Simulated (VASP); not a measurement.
Input of a VASP 6.6.1 run:

INCAR

```
SYSTEM = CsOs3
ALGO = Fast ; EDIFF = 1E-6
ENCUT = 520 ; GGA = PE
ISIF = 2 ; ISMEAR = 0
LASPH = .TRUE. ; LCHARG = .TRUE.
LELF = .TRUE. ; LREAL = .FALSE.
LVHAR = .TRUE. ; LWAVE = .FALSE.
NBANDS = 24 ; NELM = 80
PREC = Accurate ; SIGMA = 0.1
```

The input KPOINTS:

```
k-points
0
G
  12 12 12
  0 0 0
```

POSCAR

```
CsOs3
1.0
    4.1168927846      0.0000000000      0.0000000000
    0.0000000000      4.1168927846      0.0000000000
    0.0000000000      0.0000000000      4.1168927846
Cs Os
1 3
Direct
    0.0000000000      0.0000000000      0.0000000000
    0.0000000000      0.5000000000      0.5000000000
    0.5000000000      0.0000000000      0.5000000000
    0.5000000000      0.5000000000      0.0000000000
```

Potentials or basis: VASP PAW PBE potentials, release 64 (Cs_sv, Os).

Command:

```sh
$ cat potpaw_PBE.64/Cs_sv/POTCAR potpaw_PBE.64/Os/POTCAR > POTCAR
$ mpirun -np 1 vasp_std > vasp.out
```

(1) Estimate the pressure.

(2) Estimate the band gap on the k mesh.

Results:

(1) 3.0 GPa.

(2) zero (an odd number of electrons rules out a gap without spin polarisation).

Caveat: the cell stands under pressure; spin-orbit coupling is left out, which moves the levels of the heavy elements.
